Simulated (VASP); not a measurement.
Cr: single point with PBE

Crystal: Cr.

```xyz
1
Lattice="2.3056 0.0000 0.0000 0.0000 2.3056 0.0000 0.0000 0.0000 2.3056" Properties=species:S:1:pos:R:3 pbc="T T T"
Cr    0.0000    0.0000    0.0000
```

This cell differs from its parent crystal: volume scaled by 0.96.

```yaml
Program: VASP 6.6.1
Task: single point
Functional: PBE
Potentials_or_basis: VASP PAW PBE potentials, release 64 (Cr_pv)
Cutoff: 520 eV
k_mesh: 15 × 15 × 15
Occupations: fermi-dirac, width 0.05 eV
Spin: collinear spin, ferromagnetic start
Starting_moments: "[1.5] μB"
Dipole_correction: no
Further_INCAR_settings: ALGO = Normal; EDIFF = 1e-06; NBANDS = 16
```

```
Pressure                                              : 9.2 GPa
Band gap on the k mesh                                : zero (filled and empty bands overlap)
Net moment                                            : 0.00 μB per cell
Valence electrons inside the program's atomic spheres : Cr 11.17
```

Levels at points of the mesh, in eV from the Fermi level:
Spin up:
| k point | band 3 | band 4 | band 5 | band 6 | band 7 | band 8 | band 9 | band 10 |
| --- | --- | --- | --- | --- | --- | --- | --- | --- |
| (0.00, 0.00, 0.00) | -42.44 | -7.49 | -3.33 | -3.33 | 2.64 | 2.64 | 2.64 | 7.59 |
Spin down:
| k point | band 3 | band 4 | band 5 | band 6 | band 7 | band 8 | band 9 | band 10 |
| --- | --- | --- | --- | --- | --- | --- | --- | --- |
| (0.00, 0.00, 0.00) | -42.44 | -7.49 | -3.33 | -3.33 | 2.64 | 2.64 | 2.64 | 7.59 |

It took 19 s on 1 thread of Intel(R) Xeon(R) 6975P-C (Granite Rapids), with other jobs on the host, peak memory 0.15 GiB.

Caveat: the starting moments collapsed, and a magnetic state may lie lower.
